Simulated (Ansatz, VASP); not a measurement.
HfSc2O3 in VASP and in Ansatz

```
Hf Sc O
1.0
     5.24356    0.00000    0.00000
    -2.62178    4.54106    0.00000
     0.00000    0.00000    3.07814
Hf Sc O
1 2 3
Direct
  0.00000 0.00000 0.00000
  0.33333 0.66667 0.50000
  0.66667 0.33333 0.50000
  0.50000 0.00000 0.00000
  0.00000 0.50000 0.00000
  0.50000 0.50000 0.00000
```

Alike in both runs: functional PBE; k mesh 6 × 6 × 6; occupations gaussian, width 0.1 eV; no spin polarisation.

Ansatz relaxed the structure, and its values are those at the end. VASP's run is a single point on that final structure, the one shown.

```csv
,VASP,Ansatz
version,VASP 6.6.1,Ansatz 0.2.0
potentials or method,"VASP PAW PBE potentials, release 64 (Hf_pv, Sc_sv, O), cutoff 520 eV","scalar-relativistic, plane waves, PAW"
valence electrons in the cell,50,66
```

Ansatz gave:

- gap on the k mesh at the Fermi level (eV): none
- pressure (GPa): 0.0

Task: Estimate VASP's values.

Result: gap on the k mesh at the Fermi level (eV): none; pressure (GPa): 0.4.

A gap of «none» marks a metal or a gap that the smearing closes. The functional is the same, so the differences come from potentials, cutoffs and numerics. VASP's potentials hold 50 valence electrons a cell and Ansatz's 66, so a difference there can come from the potentials and not from the codes.

Spin-orbit coupling is off throughout.
